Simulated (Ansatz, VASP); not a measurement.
# Bi: VASP beside Ansatz

```
CELL_PARAMETERS angstrom
0.00000 2.47021 2.47021
2.47021 0.00000 2.47021
2.47021 2.47021 0.00000
ATOMIC_POSITIONS crystal
Bi 0.00000 0.00000 0.00000
```

Alike in both runs: task relaxation of cell and atoms; functional PBEsol; k mesh 14 × 14 × 14; occupations gaussian, width 0.1 eV; no spin polarisation.

```csv
,VASP,Ansatz
version,VASP 6.6.1,Ansatz 0.2.0
potentials or method,"VASP PAW PBE potentials, release 64 (Bi_d), cutoff 600 eV","scalar-relativistic, plane waves, PAW"
valence electrons in the cell,15,15
```

Ansatz gave:

| Property | Result |
| --- | --- |
| gap on the k mesh at the Fermi level, each at its own relaxed structure (eV) | none |
| relaxed volume (Å³/atom) | 30.29 |
| relaxed length of the cell vector where the two differ most in proportion (Å) | 3.499 |

Task: What did VASP give for the same quantities?

Result: gap on the k mesh at the Fermi level, each at its own relaxed structure (eV): none; relaxed volume (Å³/atom): 30.25; relaxed length of the cell vector where the two differ most in proportion (Å): 3.497.

VASP's potentials were made for PBE, not for PBEsol. A gap of «none» marks a metal or a gap that the smearing closes.

Spin-orbit coupling is off throughout.
